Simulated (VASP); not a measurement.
## Si3Ge: single point with PBE

Si3Ge:

```
CELL_PARAMETERS angstrom
1.62978 -2.05890 0.00000
1.62978 2.05890 0.00000
0.00000 0.00000 9.38644
ATOMIC_POSITIONS crystal
Si 0.50000 0.50000 0.73835
Si 0.00000 0.00000 0.50000
Si 0.50000 0.50000 0.26165
Ge 0.00000 0.00000 0.00000
```

The cell was generated, and may not be a known phase.

```json
{
  "Program": "VASP 6.6.1",
  "Task": "single point",
  "Functional": "PBE",
  "Potentials or basis": "VASP PAW PBE potentials, release 64 (Si, Ge_d)",
  "Cutoff": "520 eV",
  "k mesh": "6 × 6 × 2",
  "Occupations": "gaussian, width 0.1 eV",
  "Spin": "no spin polarisation",
  "Dipole correction": "no",
  "Further INCAR settings": "ALGO = Normal; EDIFF = 1e-06; NBANDS = 21"
}
```

The pressure is 0.2 GPa, the largest force is 0.013 eV/Å and the band gap on the k mesh is zero (bands 13 and 14 overlap by 7.84 eV).

Forces in eV/Å, atoms in the order of the input:
```
Si   0.000  0.000 -0.013
Si   0.000  0.000  0.000
Si   0.000  0.000  0.013
Ge   0.000  0.000  0.000
```

Stress tensor (GPa, compression positive):
```
-0.01  0.00  0.00
 0.00  0.27  0.00
 0.00  0.00  0.39
```

Levels at points of the mesh, in eV from the Fermi level:
```tsv
k point	band 9	band 10	band 11	band 12	band 13	band 14	band 15	band 16	band 17	band 18
(0.00, 0.00, 0.00)	-7.82	-6.27	0.86	0.98	5.93	7.40	7.44	7.67	7.79	8.74
(0.50, 0.00, 0.00)	-6.74	-6.06	-6.06	-2.39	-2.32	-0.92	-0.75	4.75	4.83	7.35
(0.50, 0.50, 0.00)	-3.77	-3.73	-3.37	-1.30	-0.56	0.08	0.30	0.37	0.97	2.09
(0.00, 0.00, 0.50)	-9.62	-3.52	-3.16	5.34	6.04	6.05	6.79	7.44	7.81	8.41
(0.50, 0.00, 0.50)	-7.47	-4.97	-4.60	-4.18	-4.08	1.48	1.83	1.91	2.48	7.76
(0.50, 0.50, 0.50)	-4.65	-2.25	-2.08	-1.68	-1.23	-1.13	-0.57	1.19	1.64	1.83
```

Wall time 33 s on 1 thread of Intel(R) Xeon(R) Platinum 8259CL CPU @ 2.50GHz (Skylake/Cascade Lake), on a shared host, peak memory 0.18 GiB.

Caveat: the k points lie up to 0.41 Å⁻¹ apart, too coarse for converged energies and pressures of a metal.
